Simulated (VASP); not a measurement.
Wanted: the native input for a VASP 6.6.1 run.

- Task: single point
- Functional: LDA
- Potentials or basis: VASP PAW LDA potentials, release 64 (Ti_sv)
- Cutoff: 520 eV
- k mesh: 15 × 15 × 8
- Occupations: gaussian, width 0.1 eV
- Spin: no spin polarisation
- Dipole correction: no
- Further INCAR settings: ALGO = Normal; EDIFF = 1e-06; NBANDS = 19

The structure of Ti lies in POSCAR:

```
Ti
1.0
    2.8657446774      0.0000000000      0.0000000000
   -1.4328723387      2.4818076914      0.0000000000
    0.0000000000      0.0000000000      4.5277280831
Ti
2
Direct
    0.3333333333      0.6666666667      0.2500000000
    0.6666666667      0.3333333333      0.7500000000
```

These files were run (other wordings do the same):

INCAR

```
  PREC = Accurate
  ENCUT = 520
  EDIFF = 1E-6
  ISMEAR = 0
  SIGMA = 0.1
  LREAL = False
  LASPH = True
  NELM = 100
  ALGO = Normal
  ISIF = 2
  LWAVE = False
  LCHARG = False
  GGA = CA
  NBANDS = 19
```

KPOINTS

```
Automatic mesh
0
Gamma
  15 15 8
```

Potentials or basis: VASP PAW LDA potentials, release 64 (Ti_sv).

Launch:

```bash
$ cat potpaw_LDA.64/Ti_sv/POTCAR > POTCAR
$ mpirun -np 1 vasp_std > vasp.out
```

Results of the run:

```json
{
 "Pressure": "-0.1 GPa",
 "Band gap on the k mesh": "zero (bands 12 and 13 overlap by 1.08 eV)"
}
```

Wall time 95 s on 1 thread of Intel Xeon 8259CL, with other jobs on the host, peak memory 0.19 GiB.
